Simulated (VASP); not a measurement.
# MnO2 (R-3m) in VASP: a series of runs

The runs below take MnO2 through single point, with PBEsol+U.

All numbers are computed with VASP 6.6.1; they aren't measurements. Logs are shortened: lines on timing, memory, paths and dates and some standing lists are left out, and cuts for length are marked.

### 1 The cell of the first run

Symmetry: R-3m, No. 166, trigonal system. Conventional cell: a = 2.949 Å, b = 2.949 Å, c = 14.196 Å, α = 90.00°, β = 90.00°, γ = 120.00°. Mn (site symmetry -3m) has 6 O at 1.96 Å within 2.6 Å. O (site symmetry 3m) has 3 Mn at 1.96 Å and 3 O at 2.59 Å within 2.6 Å.

### 2 Single point, PBEsol+U, collinear spin, ferromagnetic start

Contents of INCAR:

```
PREC = Accurate
ENCUT = 700
EDIFF = 1E-6
ISMEAR = -1
SIGMA = 0.1
LREAL = False
LASPH = True
NELM = 200
ALGO = Normal
ISIF = 2
LWAVE = False
LCHARG = False
ISPIN = 2
MAGMOM = 4 0 0
LORBIT = 11
LMAXMIX = 4
LDAU = True
LDAUTYPE = 1
LDAUL = 2 -1
LDAUU = 6.9 0
LDAUJ = 0.9 0
LDAUPRINT = 1
GGA = PS
NBANDS = 24
GGA_COMPAT = False
```

Contents of KPOINTS:

```
regular mesh
0
Gamma
  12 12 12
```

Contents of POSCAR:

```
MnO2
1.0
    1.4745450467      0.8513286372      4.7319018542
   -1.4745450467      0.8513286372      4.7319018542
    0.0000000000     -1.7026572744      4.7319018542
Mn O
1 2
Direct
    0.0000000000      0.0000000000      0.0000000000
    0.2643640000      0.2643640000      0.2643640000
    0.7356360000      0.7356360000      0.7356360000
```

Potentials or basis: VASP PAW PBE potentials, release 64 (Mn_sv, O).

Launch:

```sh
$ cat potpaw_PBE.64/Mn_sv/POTCAR potpaw_PBE.64/O/POTCAR > POTCAR
$ mpirun -np 1 vasp_std > vasp.out
```

OUTCAR:

```text
PREC = Accurate
   ENCUT = 700
   EDIFF = 1E-6
   ISMEAR = -1
   LREAL = False
   LASPH = True
   NELM = 200
   ISIF = 2
   ISPIN = 2
   LORBIT = 11
   GGA = PS

 ion  position               nearest neighbor table
   1  0.000  0.000  0.000-   3 1.96   2 1.96   3 1.96   3 1.96   2 1.96   2 1.96
   2  0.264  0.264  0.264-   1 1.96   1 1.96   1 1.96
   3  0.736  0.736  0.736-   1 1.96   1 1.96   1 1.96

  LATTYP: Found a trigonal (rhomboedric) cell.
 ALAT       =     5.0289102896
 COS(alpha) =     0.8280515330

  Lattice vectors:

 A1 = (   1.4745450467,   0.8513286372,   4.7319018542)
 A2 = (  -1.4745450467,   0.8513286372,   4.7319018542)
 A3 = (   0.0000000000,  -1.7026572744,   4.7319018542)

Analysis of symmetry for initial positions (statically):
=====================================================================
 Subroutine PRICEL returns:
 Original cell was already a primitive cell.

 Routine SETGRP: Setting up the symmetry group for a
 trigonal (rhombohedral) supercell.

 Subroutine GETGRP returns: Found 12 space group operations
 (whereof 12 operations were pure point group operations)
 out of a pool of 12 trial point group operations.

The static configuration has the point symmetry D_3d.

Analysis of symmetry for dynamics (positions and initial velocities):
=====================================================================
 Subroutine PRICEL returns:
 Original cell was already a primitive cell.

 Routine SETGRP: Setting up the symmetry group for a
 trigonal (rhombohedral) supercell.

 Subroutine GETGRP returns: Found 12 space group operations
 (whereof 12 operations were pure point group operations)
 out of a pool of 12 trial point group operations.

The dynamic configuration has the point symmetry D_3d.

Analysis of structural, dynamic, and magnetic symmetry:
=====================================================================
 Subroutine PRICEL returns:
 Original cell was already a primitive cell.

 Routine SETGRP: Setting up the symmetry group for a
 trigonal (rhombohedral) supercell.

 Subroutine GETGRP returns: Found 12 space group operations
 (whereof 12 operations were pure point group operations)
 out of a pool of 12 trial point group operations.

The overall configuration has the point symmetry D_3d.

 Subroutine INISYM returns: Found 12 space group operations
 (whereof 12 operations are pure point group operations),
 and found     1 'primitive' translations

----------------------------------------------------------------------------------------

                                     Primitive cell

  volume of cell :      35.6404

  direct lattice vectors                    reciprocal lattice vectors
     1.474545047  0.851328637  4.731901854     0.339087640  0.195772419  0.070443839
    -1.474545047  0.851328637  4.731901854    -0.339087640  0.195772419  0.070443839
     0.000000000 -1.702657274  4.731901854     0.000000000 -0.391544838  0.070443839

  length of vectors
     5.028910290  5.028910290  5.028910116     0.397831123  0.397831123  0.397831239

  position of ions in fractional coordinates (direct lattice)
     0.000000000  0.000000000  0.000000000
     0.264364000  0.264364000  0.264364000
     0.735636000  0.735636000  0.735636000

  ion indices of the primitive-cell ions
   primitive index   ion index
                 1           1
                 2           2
                 3           3

----------------------------------------------------------------------------------------

 KPOINTS: regular mesh

[... 71 lines left out ...]
   IBRION =     -1    ionic relax: 0-MD 1-quasi-New 2-CG
   NFREE  =      0    steps in history (QN), initial steepest desc. (CG)
   ISIF   =      2    stress and relaxation
   ISYM   =      2    0-nonsym 1-usesym 2-fastsym
   POTIM  = 0.5000    time-step for ionic-motion
   TEBEG  =    0.0;   TEEND  =   0.0 temperature during run
   PSTRESS=    0.0 pullay stress
   NELECT =      27.0000    total number of electrons
   NUPDOWN=      -1.0000    fix difference up-down
   EMIN   =  10.00;   EMAX   =-10.00  energy-range for DOS
   EFERMI =   0.00;   METHOD = LEGACY
   ISMEAR =    -1;   SIGMA  =   0.10  broadening in eV -4-tet -1-fermi 0-gaus
   EFERMI_NEDOS =   21; number of points for ismear=-14 and -15
   IALGO  =     38    algorithm
   IMIX   =      4    mixing-type and parameters
     AMIX     =   0.40;   BMIX     =  1.00
     AMIX_MAG =   1.60;   BMIX_MAG =  1.00
  volume/ion in A,a.u.               =      11.88        80.17
  Fermi-wavevector in a.u.,A,eV,Ry     =   1.492389  2.820206 30.303229  2.227224
  Thomas-Fermi vector in A             =   2.604923
   LORBIT       =     11    0 simple, 1 ext, 2 COOP (PROOUT), +10 PAW based schemes
 LDA+U is selected, type is set to LDAUTYPE =  1
   angular momentum for each species LDAUL =     2   -1
   U (eV)           for each species LDAUU =   6.9  0.0
   J (eV)           for each species LDAUJ =   0.9  0.0
   GGA     = PS    functional components
   LHFCALC =     F    Hartree Fock is set to
   AEXX    =    0.0000 exact exchange contribution
   IVDW    =     0    specifies the selected vdW correction
   LEPSILON=     F    determine dielectric tensor
   LRPA    =     F    only Hartree local field effects (RPA)
 spin polarized calculation
  energy-cutoff  :      700.00
  volume of cell :       35.64
 maximum number of plane-waves:      1520
 NGX is ok and might be reduce to    48
   NGX = 21   NGY = 21   NGZ = 21

atom =   1  type =  1  l = 2

 onsite density matrix

spin component  1

  0.7535 -0.0000 -0.0000 -0.2223 -0.0000
 -0.0000  0.6831  0.0000  0.0000 -0.2223
 -0.0000  0.0000  0.9425  0.0000 -0.0000
 -0.2223  0.0000  0.0000  0.6831 -0.0000
 -0.0000 -0.2223 -0.0000 -0.0000  0.7535

spin component  2

  0.1288 -0.0000  0.0000  0.0905  0.0000
 -0.0000  0.1436 -0.0000 -0.0000  0.0905
  0.0000 -0.0000  0.0444 -0.0000 -0.0000
  0.0905 -0.0000 -0.0000  0.1436  0.0000
  0.0000  0.0905 -0.0000  0.0000  0.1288

 occupancies and eigenvectors

  o =  0.0444  v =  0.0000  0.0000  0.0000  0.0000  0.0000 -0.0000 -0.0000  1.0000  0.0000  0.0000      0.0000  0.0000  0.0000  0.0000  0.0000  0.0000  0.0000  0.0000  0.0000  0.0000
  o =  0.0454  v =  0.0000  0.0000  0.0000  0.0000  0.0000  0.0000 -0.6776 -0.0000 -0.0000  0.7354      0.0000  0.0000  0.0000  0.0000  0.0000  0.0000  0.0000  0.0000  0.0000  0.0000
  o =  0.0454  v =  0.0000  0.0000  0.0000  0.0000  0.0000 -0.7354 -0.0000 -0.0000  0.6776  0.0000      0.0000  0.0000  0.0000  0.0000  0.0000  0.0000  0.0000  0.0000  0.0000  0.0000
  o =  0.2270  v =  0.0000  0.0000  0.0000  0.0000  0.0000  0.0000  0.7354 -0.0000 -0.0000  0.6776      0.0000  0.0000  0.0000  0.0000  0.0000  0.0000  0.0000  0.0000  0.0000  0.0000
  o =  0.2270  v =  0.0000  0.0000  0.0000  0.0000  0.0000  0.6776 -0.0000  0.0000  0.7354  0.0000      0.0000  0.0000  0.0000  0.0000  0.0000  0.0000  0.0000  0.0000  0.0000  0.0000
  o =  0.4932  v =  0.0000  0.7604  0.0000 -0.0000  0.6495  0.0000  0.0000  0.0000  0.0000  0.0000      0.0000  0.0000  0.0000  0.0000  0.0000  0.0000  0.0000  0.0000  0.0000  0.0000
  o =  0.4932  v =  0.6495  0.0000  0.0000  0.7604  0.0000  0.0000  0.0000  0.0000  0.0000  0.0000      0.0000  0.0000  0.0000  0.0000  0.0000  0.0000  0.0000  0.0000  0.0000  0.0000
  o =  0.9425  v =  0.0000  0.0002 -1.0000  0.0000 -0.0003  0.0000  0.0000  0.0000  0.0000  0.0000      0.0000  0.0000  0.0000  0.0000  0.0000  0.0000  0.0000  0.0000  0.0000  0.0000
  o =  0.9434  v =  0.0000  0.6495  0.0004 -0.0000 -0.7604  0.0000  0.0000  0.0000  0.0000  0.0000      0.0000  0.0000  0.0000  0.0000  0.0000  0.0000  0.0000  0.0000  0.0000  0.0000
  o =  0.9434  v = -0.7604  0.0000  0.0000  0.6495  0.0000  0.0000  0.0000  0.0000  0.0000  0.0000      0.0000  0.0000  0.0000  0.0000  0.0000  0.0000  0.0000  0.0000  0.0000  0.0000

 number of electron      27.0000002 magnetization       2.9999918

 Free energy of the ion-electron system (eV)
  ---------------------------------------------------
  ext. energy  EPLUGINS =         0.00000000
  ---------------------------------------------------
  free energy    TOTEN  =       -21.41329823 eV

  energy without entropy =      -21.41323456  energy(sigma->0) =      -21.41326640

 E-fermi :   3.6439     XC(G=0): -10.5949

 val. band max:        2.8840501991   @ k =  -0.0833   0.0833   0.0833
 cond. band min:       4.3798526804   @ k =   0.5000   0.2500   0.2500
 fundamental gap:      1.4958024813
 Fermi energy:         3.6438800136

 spin component 1

 k-point     1 :       0.0000    0.0000    0.0000
  band No.  band energies     occupation
      1     -78.7621      1.00000
      2     -47.5117      1.00000
      3     -47.5037      1.00000
      4     -47.5037      1.00000
      5     -15.3956      1.00000
      6     -13.3052      1.00000
[... 1289 lines left out ...]
     23      19.9239      0.00000
     24      23.1151      0.00000

 [... further k-points ...]

------------------------ aborting loop because EDIFF is reached ----------------------------------------

  FORCE on cell =-STRESS in cart. coord.  units (eV):
  Direction    XX          YY          ZZ          XY          YZ          ZX
  --------------------------------------------------------------------------------------
  -------------------------------------------------------------------------------------
  Total       -2.9164829     -2.9164806     -2.0047050      0.0000000     -0.0000000      0.0000000
  in kB     -131.1075653   -131.1074598    -90.1195023      0.0000000     -0.0000000      0.0000000
  external PRESSURE =    -117.4448425 kB  Pullay stress =       0.0000000 kB

 VOLUME and BASIS-vectors are now :
 -----------------------------------------------------------------------------
  energy-cutoff  :      700.00
  volume of cell :       35.64
      direct lattice vectors                 reciprocal lattice vectors
     1.474545047  0.851328637  4.731901854     0.339087640  0.195772419  0.070443839
    -1.474545047  0.851328637  4.731901854    -0.339087640  0.195772419  0.070443839
     0.000000000 -1.702657274  4.731901854     0.000000000 -0.391544838  0.070443839

 POSITION                                       TOTAL-FORCE (eV/Angst)
 -----------------------------------------------------------------------------------
      0.00000      0.00000      0.00000         0.000000      0.000000      0.000000
      0.00000      0.00000      3.75283        -0.000000      0.000000      0.996159
      0.00000      0.00000     10.44287        -0.000000      0.000000     -0.996159
 -----------------------------------------------------------------------------------
    total drift:                                0.000000      0.000000      0.000000

  FREE ENERGIE OF THE ION-ELECTRON SYSTEM (eV)
  ---------------------------------------------------
  free  energy   TOTEN  =       -21.4132982330 eV

  energy  without entropy=      -21.4132345586  energy(sigma->0) =      -21.41326640

 total charge

# of ion       s       p       d       tot
------------------------------------------
    1        2.196   6.095   4.381  12.672
    2        1.572   3.377   0.000   4.948
    3        1.572   3.377   0.000   4.948
--------------------------------------------------
tot          5.339  12.848   4.381  22.568

 magnetization (x)

# of ion       s       p       d       tot
------------------------------------------
    1        0.025   0.019   3.216   3.260
    2        0.002  -0.162   0.000  -0.160
    3        0.002  -0.162   0.000  -0.160
--------------------------------------------------
tot          0.028  -0.305   3.216   2.939
```

Run time: 35 min. Hardware: 1 thread of Intel Xeon Platinum 8259CL at 2.50GHz (Skylake/Cascade Lake), shared host; peak memory 0.66 GiB.

Results:

| Item | Value |
| --- | --- |
| Free energy | -21.4133 eV |
| Pressure | -11.7 GPa |
| Largest force | 0.996 eV/Å |
| Band gap on the k mesh | 1.50 eV (least direct gap 1.69 eV) |
| Net moment | 3.00 μB per cell |
| Site moments | Mn +3.26; O -0.16 μB |
| Valence electrons inside the program's atomic spheres | Mn 12.67; O 4.95 |

Forces on the atoms (eV/Å):
```
Mn   0.000  0.000  0.000
O    0.000  0.000  0.996
O    0.000  0.000 -0.996
```

Stress tensor (GPa, compression positive):
```
-13.11   0.00   0.00
  0.00 -13.11   0.00
  0.00   0.00  -9.01
```

Levels at points of the mesh, in eV from the valence-band top:
Spin up:
```
           k point  band 12  band 13  band 14  band 15  band 16  band 17  band 18  band 19
(0.00, 0.00, 0.00)    -1.59    -0.57    -0.57    -0.19     2.80     2.80     6.86    10.09
(0.50, 0.00, 0.00)    -3.17    -1.98    -1.96    -1.28     1.90     2.62    11.83    12.68
(0.50, 0.50, 0.00)    -3.10    -2.07    -2.01    -1.01     2.19     2.71    10.90    12.13
(0.50, 0.50, 0.50)    -1.40    -1.05    -0.62    -0.62     2.82     2.82     8.79     9.19
```
Spin down:
| k point | band 9 | band 10 | band 11 | band 12 | band 13 | band 14 | band 15 | band 16 |
| --- | --- | --- | --- | --- | --- | --- | --- | --- |
| (0.00, 0.00, 0.00) | -3.72 | -0.84 | -0.84 | -0.45 | 3.51 | 3.51 | 4.78 | 5.05 |
| (0.50, 0.00, 0.00) | -3.05 | -2.27 | -2.14 | -1.46 | 3.49 | 4.02 | 4.32 | 4.74 |
| (0.50, 0.50, 0.00) | -2.98 | -2.23 | -1.76 | -1.21 | 3.38 | 4.05 | 4.39 | 4.70 |
| (0.50, 0.50, 0.50) | -3.39 | -1.63 | -0.89 | -0.89 | 3.51 | 3.51 | 4.69 | 5.08 |

Eigenvalues of the final occupation matrices:
```
    site  spin  trace               eigenvalues
site 1 d     1   3.82  0.49 0.49 0.94 0.94 0.94
site 1 d     2   0.59  0.04 0.05 0.05 0.23 0.23
```

Caveat: the cell stands under tension; the PAW data sets were made with another functional, which shifts forces and pressure a little; a cell with one magnetic atom can't hold antiferromagnetic order, which such compounds often take. The state reached can hang on the start; a lower one may exist.

### 3 Single point, PBEsol+U, collinear spin, ferromagnetic start

This run uses another cell than the first one, of 10.26 Å³/atom.

Contents of INCAR:

```
SYSTEM = MnO2
  PREC = Accurate
  ENCUT = 520
  EDIFF = 1E-7
  ISMEAR = -1
  SIGMA = 0.1
  LREAL = .FALSE.
  LASPH = .TRUE.
  NELM = 150
  ALGO = Normal
  ISIF = 2
  LWAVE = .FALSE.
  LCHARG = .FALSE.
  ISPIN = 2
  MAGMOM = 4 0 0
  LORBIT = 11
  LMAXMIX = 4
  LDAU = .TRUE.
  LDAUTYPE = 1
  LDAUL = 2 -1
  LDAUU = 6.9 0
  LDAUJ = 0.9 0
  LDAUPRINT = 1
  GGA = PS
  NBANDS = 24
```

Contents of KPOINTS:

```
regular mesh
0
G
  12 12 12
  0 0 0
```

Contents of POSCAR:

```
MnO2
1.0
    1.4042195592      0.8107262144      4.5062232251
   -1.4042195592      0.8107262144      4.5062232251
    0.0000000000     -1.6214524287      4.5062232251
Mn O
1 2
Direct
    0.0000000000      0.0000000000      0.0000000000
    0.2643640000      0.2643640000      0.2643640000
    0.7356360000      0.7356360000      0.7356360000
```

Potentials or basis: VASP PAW PBE potentials, release 64 (Mn_pv, O).

Launch:

```sh
$ cat potpaw_PBE.64/Mn_pv/POTCAR potpaw_PBE.64/O/POTCAR > POTCAR
$ mpirun -np 1 vasp_std > vasp.out
```

It took 3.8 min on 1 thread of Intel Xeon 6975P-C (Granite Rapids), shared host; peak memory 0.38 GiB.

Results (log left out):

```yaml
Free_energy: -21.1897 eV
Pressure: 17.1 GPa
Largest_force: 1.037 eV/Å
Band_gap_on_the_k_mesh: 2.31 eV (least direct gap 2.48 eV)
Net_moment: 3.00 μB per cell
Site_moments: Mn +3.09; O -0.06 μB
Valence_electrons_inside_the_program's_atomic_spheres: Mn 11.86; O 5.03
```

Forces on the atoms (eV/Å):
```
Mn   0.000  0.000  0.000
O    0.000  0.000 -1.037
O    0.000  0.000  1.037
```

Stress tensor (GPa, compression positive):
```
19.89  0.00  0.00
 0.00 19.89  0.00
 0.00  0.00 11.48
```

Levels at points of the mesh, in eV from the valence-band top:
Spin up:
```csv
k point,band 11,band 12,band 13,band 14,band 15,band 16,band 17,band 18
"(0.00, 0.00, 0.00)",-1.28,-0.58,-0.58,-0.29,3.74,3.74,8.19,11.19
"(0.50, 0.00, 0.00)",-3.09,-2.16,-1.64,-1.48,2.80,3.52,12.93,14.30
"(0.50, 0.50, 0.00)",-2.96,-2.27,-1.73,-1.15,3.10,3.63,11.93,13.07
"(0.50, 0.50, 0.50)",-1.80,-0.63,-0.63,-0.60,3.76,3.76,10.34,10.59
```
Spin down:
```csv
k point,band 9,band 10,band 11,band 12,band 13,band 14
"(0.00, 0.00, 0.00)",-0.66,-0.66,-0.33,3.59,3.59,5.29
"(0.50, 0.00, 0.00)",-2.63,-2.15,-1.46,3.62,4.17,4.69
"(0.50, 0.50, 0.00)",-2.26,-1.98,-1.15,3.48,4.21,4.76
"(0.50, 0.50, 0.50)",-1.84,-0.72,-0.72,3.58,3.58,5.21
```

Eigenvalues of the final occupation matrices:
| site | spin | trace | eigenvalues |
| --- | --- | --- | --- |
| site 1 d | 1 | 3.99 | 0.53 0.53 0.97 0.98 0.98 |
| site 1 d | 2 | 0.97 | 0.07 0.08 0.08 0.37 0.37 |

Caveat: the stress differs along the axes, from 11 to 20 GPa; the PAW data sets were made with another functional, which shifts forces and pressure a little; a cell with one magnetic atom can't hold antiferromagnetic order, which such compounds often take.

[end of part 1 of 2]
